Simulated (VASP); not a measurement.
# Sb3Pb (Im-3m) in VASP: notebook, part 2 of 2

VASP 6.6.1.

## (4) Single point, PBE

This run uses another cell than the first one, of 30.15 Å³/atom, 0.965 times its volume.

INCAR

```
ALGO = Normal
EDIFF = 1E-7
ENCUT = 520
GGA = PE
ISIF = 2
ISMEAR = 0
LASPH = T
LCHARG = T
LELF = T
LREAL = F
LVHAR = T
LWAVE = F
NBANDS = 22
NELM = 80
PREC = Accurate
SIGMA = 0.1
```

KPOINTS

```
k-points
0
Gamma
  4 4 4
```

POSCAR

```
Sb3Pb
1.0
   -3.1123226200      3.1123226200      3.1123226200
    3.1123226200     -3.1123226200      3.1123226200
    3.1123226200      3.1123226200     -3.1123226200
Sb Pb
3 1
Direct
    0.0000000000      0.5000000000      0.5000000000
    0.5000000000      0.0000000000      0.5000000000
    0.5000000000      0.5000000000      0.0000000000
    0.0000000000      0.0000000000      0.0000000000
```

Potentials or basis: VASP PAW PBE potentials, release 64 (Sb, Pb_d).

On the command line:

```console
cat potpaw_PBE.64/Sb/POTCAR potpaw_PBE.64/Pb_d/POTCAR > POTCAR
mpirun -np 1 vasp_std > vasp.out
```

OUTCAR:

```text
EDIFF = 1E-7
   ENCUT = 520
   GGA = PE
   ISIF = 2
   ISMEAR = 0
   LASPH = T
   LREAL = F
   NELM = 80
   PREC = Accurate

 ion  position               nearest neighbor table
   1  0.000  0.500  0.500-   2 3.11   3 3.11   4 3.11   4 3.11   3 3.11   2 3.11
   2  0.500  0.000  0.500-   1 3.11   3 3.11   4 3.11   3 3.11   4 3.11   1 3.11
   3  0.500  0.500  0.000-   1 3.11   2 3.11   4 3.11   2 3.11   1 3.11   4 3.11
   4  0.000  0.000  0.000-   1 3.11   2 3.11   3 3.11   1 3.11   2 3.11   3 3.11

  LATTYP: Found a body centered cubic cell.
 ALAT       =     6.2246452400

  Lattice vectors:

 A1 = (  -3.1123226200,   3.1123226200,   3.1123226200)
 A2 = (   3.1123226200,  -3.1123226200,   3.1123226200)
 A3 = (   3.1123226200,   3.1123226200,  -3.1123226200)

Analysis of symmetry for initial positions (statically):
=====================================================================
 Subroutine PRICEL returns:
 Original cell was already a primitive cell.

 Routine SETGRP: Setting up the symmetry group for a
 body centered cubic supercell.

 Subroutine GETGRP returns: Found 48 space group operations
 (whereof 48 operations were pure point group operations)
 out of a pool of 48 trial point group operations.

The static configuration has the point symmetry O_h .

Analysis of symmetry for dynamics (positions and initial velocities):
=====================================================================
 Subroutine PRICEL returns:
 Original cell was already a primitive cell.

 Routine SETGRP: Setting up the symmetry group for a
 body centered cubic supercell.

 Subroutine GETGRP returns: Found 48 space group operations
 (whereof 48 operations were pure point group operations)
 out of a pool of 48 trial point group operations.

The dynamic configuration has the point symmetry O_h .

[... 99 lines left out ...]
   EFERMI =   0.00;   METHOD = LEGACY
   ISMEAR =     0;   SIGMA  =   0.10  broadening in eV -4-tet -1-fermi 0-gaus
   EFERMI_NEDOS =   21; number of points for ismear=-14 and -15
   IALGO  =     38    algorithm
   IMIX   =      4    mixing-type and parameters
     AMIX     =   0.40;   BMIX     =  1.00
     AMIX_MAG =   1.60;   BMIX_MAG =  1.00
  volume/ion in A,a.u.               =      30.15       203.45
  Fermi-wavevector in a.u.,A,eV,Ry     =   1.018051  1.923838 14.101458  1.036428
  Thomas-Fermi vector in A             =   2.151487
   LORBIT       =      0    0 simple, 1 ext, 2 COOP (PROOUT), +10 PAW based schemes
   GGA     = PE    functional components
   LHFCALC =     F    Hartree Fock is set to
   AEXX    =    0.0000 exact exchange contribution
   IVDW    =     0    specifies the selected vdW correction
   LEPSILON=     F    determine dielectric tensor
   LRPA    =     F    only Hartree local field effects (RPA)
 non-spin polarized calculation
 Gauss-broadening in eV      SIGMA  =   0.10
  energy-cutoff  :      520.00
  volume of cell :      120.59
 maximum number of plane-waves:      3300
   NGX = 19   NGY = 19   NGZ = 19

 number of electron      28.9999997 magnetization

 Free energy of the ion-electron system (eV)
  ---------------------------------------------------
  ext. energy  EPLUGINS =         0.00000000
  ---------------------------------------------------
  free energy    TOTEN  =       -15.69120735 eV

  energy without entropy =      -15.66332653  energy(sigma->0) =      -15.67726694

 E-fermi :   7.0005     XC(G=0):  -9.7078

 val. band max:        6.8722050972   @ k =   0.2500   0.2500   0.2500
 cond. band min:       7.0115868637   @ k =   0.2500   0.2500   0.0000
 fundamental gap:      0.1393817665
 Fermi energy:         7.0005059665

 k-point     1 :       0.0000    0.0000    0.0000
  band No.  band energies     occupation
      1      -9.9929      2.00000
      2      -9.9929      2.00000
      3      -9.9328      2.00000
      4      -9.9328      2.00000
      5      -9.9328      2.00000
      6      -5.1853      2.00000
[... 189 lines left out ...]
     21      12.2528      0.00000
     22      13.6941      0.00000

------------------------ aborting loop because EDIFF is reached ----------------------------------------

  FORCE on cell =-STRESS in cart. coord.  units (eV):
  Direction    XX          YY          ZZ          XY          YZ          ZX
  --------------------------------------------------------------------------------------
  -------------------------------------------------------------------------------------
  Total        0.9611199      0.9611199      0.9611199      0.0000000      0.0000000     -0.0000000
  in kB       12.7695133     12.7695133     12.7695133      0.0000000      0.0000000     -0.0000000
  external PRESSURE =      12.7695133 kB  Pullay stress =       0.0000000 kB

 VOLUME and BASIS-vectors are now :
 -----------------------------------------------------------------------------
  energy-cutoff  :      520.00
  volume of cell :      120.59
      direct lattice vectors                 reciprocal lattice vectors
    -3.112322620  3.112322620  3.112322620     0.000000000  0.160651726  0.160651726
     3.112322620 -3.112322620  3.112322620     0.160651726  0.000000000  0.160651726
     3.112322620  3.112322620 -3.112322620     0.160651726  0.160651726  0.000000000

 POSITION                                       TOTAL-FORCE (eV/Angst)
 -----------------------------------------------------------------------------------
      3.11232      0.00000      0.00000        -0.000000      0.000000     -0.000000
      0.00000      3.11232      0.00000         0.000000     -0.000000      0.000000
      0.00000      0.00000      3.11232         0.000000     -0.000000     -0.000000
      0.00000      0.00000      0.00000        -0.000000      0.000000     -0.000000
 -----------------------------------------------------------------------------------
    total drift:                               -0.000000      0.000000      0.000000

  FREE ENERGIE OF THE ION-ELECTRON SYSTEM (eV)
  ---------------------------------------------------
  free  energy   TOTEN  =       -15.6912073516 eV

  energy  without entropy=      -15.6633265283  energy(sigma->0) =      -15.67726694
```

OSZICAR:

```text
N       E                     dE             d eps       ncg     rms          rms(c)
DAV:   1     0.214042246339E+03    0.21404E+03   -0.11349E+04   352   0.115E+03
DAV:   2     0.131917266898E+01   -0.21272E+03   -0.20517E+03   400   0.289E+02
DAV:   3    -0.151606409160E+02   -0.16480E+02   -0.15881E+02   444   0.872E+01
DAV:   4    -0.156710120857E+02   -0.51037E+00   -0.50782E+00   400   0.176E+01
DAV:   5    -0.156949282928E+02   -0.23916E-01   -0.23912E-01   512   0.402E+00    0.344E+00
DAV:   6    -0.156865290044E+02    0.83993E-02   -0.45182E-02   422   0.233E+00    0.196E+00
DAV:   7    -0.156909309598E+02   -0.44020E-02   -0.26715E-02   450   0.153E+00    0.279E-01
DAV:   8    -0.156911850179E+02   -0.25406E-03   -0.39229E-03   428   0.719E-01    0.612E-02
DAV:   9    -0.156911830360E+02    0.19818E-05   -0.25612E-04   426   0.138E-01    0.260E-02
DAV:  10    -0.156912076241E+02   -0.24588E-04   -0.57835E-05   382   0.427E-02    0.480E-03
DAV:  11    -0.156912078046E+02   -0.18049E-06   -0.44906E-06   468   0.215E-02    0.255E-03
DAV:  12    -0.156912069308E+02    0.87374E-06   -0.93029E-07   376   0.101E-02    0.134E-03
DAV:  13    -0.156912072900E+02   -0.35914E-06   -0.48346E-08   278   0.134E-03    0.311E-04
DAV:  14    -0.156912073516E+02   -0.61626E-07   -0.21950E-08   212   0.201E-03
   1 F= -.15691207E+02 E0= -.15677267E+02  d E =-.278808E-01
```

Run time: 40 s. Hardware: 1 thread of Intel Xeon 8259CL, shared host; peak memory 0.25 GiB.

Results:

```yaml
Free_energy: -15.6912 eV
Pressure: 1.3 GPa
```

Levels at points of the mesh, in eV from the Fermi level:
| k point | band 10 | band 11 | band 12 | band 13 | band 14 | band 15 | band 16 | band 17 | band 18 | band 19 |
| --- | --- | --- | --- | --- | --- | --- | --- | --- | --- | --- |
| (0.00, 0.00, 0.00) | -3.46 | -3.46 | -3.46 | -2.84 | -2.84 | -2.84 | 2.54 | 2.54 | 2.54 | 3.75 |
| (0.50, 0.00, 0.00) | -3.82 | -3.33 | -1.13 | -0.74 | -0.63 | -0.56 | 0.89 | 1.78 | 1.81 | 2.45 |
| (0.50, 0.50, 0.50) | -5.26 | -5.26 | -4.23 | -1.16 | -1.16 | -1.16 | 5.25 | 5.25 | 5.25 | 5.25 |

Caveat: spin-orbit coupling is left out, which moves the levels of the heavy elements.

## (5) The runs side by side

| task | cell | k mesh | cutoff (eV) | gap on the mesh (eV) | pressure (GPa) |
| --- | --- | --- | --- | --- | --- |
| single point | a = 5.456 Å, angles 109.5°, 4 atoms | 10 × 10 × 10 | 520 | none | -0.1 |
| relaxation of cell and atoms | relaxed from a = 5.441 Å, angles 109.5°, 4 atoms | 10 × 10 × 10 | 600 | none | 0.0 |
| single point | a = 5.391 Å, angles 109.5°, 4 atoms | 4 × 4 × 4 | 520 | none | 1.3 |

Alike in all rows: level PBE; potentials or basis VASP PAW PBE potentials, release 64 (Sb, Pb_d); no spin polarisation; smearing gaussian 0.1 eV.

Caveats: spin-orbit coupling is left out, which moves the levels of the heavy elements.

Total energies depend on the potentials used, so only differences within one code and one set of settings carry meaning.
